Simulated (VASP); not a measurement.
Input of a VASP 6.6.1 run:

The input INCAR:

```
PREC = Accurate
ENCUT = 750
EDIFF = 1E-6
ISMEAR = 0
SIGMA = 0.1
LREAL = False
LASPH = True
NELM = 200
ALGO = Normal
ISIF = 2
LWAVE = False
LCHARG = True
GGA = PE
LELF = True
LVHAR = True
NBANDS = 17
GGA_COMPAT = False
LMAXMIX = 6
```

Contents of KPOINTS:

```
regular mesh
0
Gamma
  4 4 6
```

Contents of POSCAR:

```
Li3Dy
1.0
    5.3618924175      0.0000000000      0.0000000000
    0.0000000000      5.3618924175      0.0000000000
    0.0000000000      0.0000000000      3.3190796013
Li Dy
3 1
Direct
    0.5000000000      0.5000000000      0.0000000000
    0.5000000000      0.0000000000      0.5000000000
    0.0000000000      0.5000000000      0.5000000000
    0.0000000000      0.0000000000      0.0000000000
```

Potentials or basis: VASP PAW PBE potentials, release 64 (Li_sv, Dy_3), 4f in core.

The run is started by

```console
$ cat potpaw_PBE.64/Li_sv/POTCAR potpaw_PBE.64/Dy_3/POTCAR > POTCAR
$ mpirun -np 1 vasp_std > vasp.out
```

Question: Estimate the band gap on the k mesh.

Answer: Zero (bands 9 and 10 overlap by 1.72 eV).

Question: Predict the pressure.

Answer: 0.0 GPa.

Caveat: spin-orbit coupling is left out, which moves the levels of the heavy elements; the 4f electrons are frozen in the core, so they carry no moment and show no levels. Spin polarisation is off, so any magnetic state and its effect on volume and gap are missing.
